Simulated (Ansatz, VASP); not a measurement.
# TePb: VASP beside Ansatz

```
Pb Te
1.0
     0.00000    3.64149    3.64149
     3.64149    0.00000    3.64149
     3.64149    3.64149    0.00000
Pb Te
1 1
Direct
  0.00000 0.00000 0.00000
  0.25000 0.25000 0.25000
```

Alike in both runs: task single point; functional PBEsol; k mesh 4 × 4 × 4; no spin polarisation.

|  | VASP | Ansatz |
| --- | --- | --- |
| version | VASP 6.6.1 | Ansatz 0.2.0 |
| potentials or method | VASP PAW PBE potentials, release 64 (Pb_d, Te) | plane waves |
| plane-wave cutoff (eV) | 500 | 420 |
| occupations | gaussian, width 0.01 eV | fixed |
| valence electrons in the cell | 20 | 30 |

VASP gave:

| Quantity | Value |
| --- | --- |
| gap on the k mesh at the Fermi level (eV) | 0.52 |
| pressure (GPa) | -0.9 |

Question: Which values does Ansatz return?

Answer: gap on the k mesh at the Fermi level (eV): 0.53; pressure (GPa): -0.9.

VASP's potentials were made for PBE, not for PBEsol. VASP's potentials hold 20 valence electrons a cell and Ansatz's 30, so a difference there can come from the potentials and not from the codes.

Neither program's run includes spin-orbit coupling.
